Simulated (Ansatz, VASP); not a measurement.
# ZrC in VASP and in Ansatz

```
Zr C
1.0
     0.00000    2.43032    2.43032
     2.43032    0.00000    2.43032
     2.43032    2.43032    0.00000
Zr C
1 1
Direct
  0.50000 0.50000 0.50000
  0.00000 0.00000 0.00000
```

Alike in both runs: task single point; functional PBE; k mesh 20 × 20 × 20; occupations gaussian, width 0.1 eV; no spin polarisation.

|  | VASP | Ansatz |
| --- | --- | --- |
| version | VASP 6.6.1 | Ansatz 0.2.0 |
| potentials or method | VASP PAW PBE potentials, release 64 (Zr_sv, C), cutoff 520 eV | scalar-relativistic, plane waves, PAW |
| valence electrons in the cell | 16 | 16 |

VASP gave:

```
gap on the k mesh at the Fermi level (eV) : none
pressure (GPa)                            : -17.3
```

Problem. Estimate Ansatz's values.

Solution. gap on the k mesh at the Fermi level (eV): none; pressure (GPa): -17.4.

A gap of «none» marks a metal or a gap that the smearing closes.
